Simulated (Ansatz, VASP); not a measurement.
# KMo2: VASP beside Ansatz

```
K Mo
1.0
     3.21105    0.00000    0.00000
     0.00000    3.21105    0.00000
     0.00000    0.00000    7.51203
K Mo
1 2
Direct
  0.00000 0.00000 0.00000
  0.50000 0.00000 0.57578
  0.00000 0.50000 0.42422
```

Change from the starting cell: ordered superstructure of diamond with vacancies (P-4m2, No. 115).

Alike in both runs: functional PBE; k mesh 6 × 6 × 4; occupations gaussian, width 0.1 eV; no spin polarisation.

Ansatz relaxed the structure, and its values are those at the end. VASP's run is a single point on that final structure, the one shown.

|  | VASP | Ansatz |
| --- | --- | --- |
| version | VASP 6.6.1 | Ansatz 0.2.0 |
| potentials or method | VASP PAW PBE potentials, release 64 (K_sv, Mo_sv), cutoff 520 eV | scalar-relativistic, plane waves, PAW |
| valence electrons in the cell | 37 | 37 |

```csv
,VASP,Ansatz,Ansatz less VASP
gap on the k mesh at the Fermi level (eV),none,none,-
pressure (GPa),0.3,0.1,-0.22
rms of the force components (eV/Å),0.020,0.001,-0.0191
```

A gap of «none» marks a metal or a gap that the smearing closes. With one functional, cell and mesh, what is left measures potentials, basis and numerics.
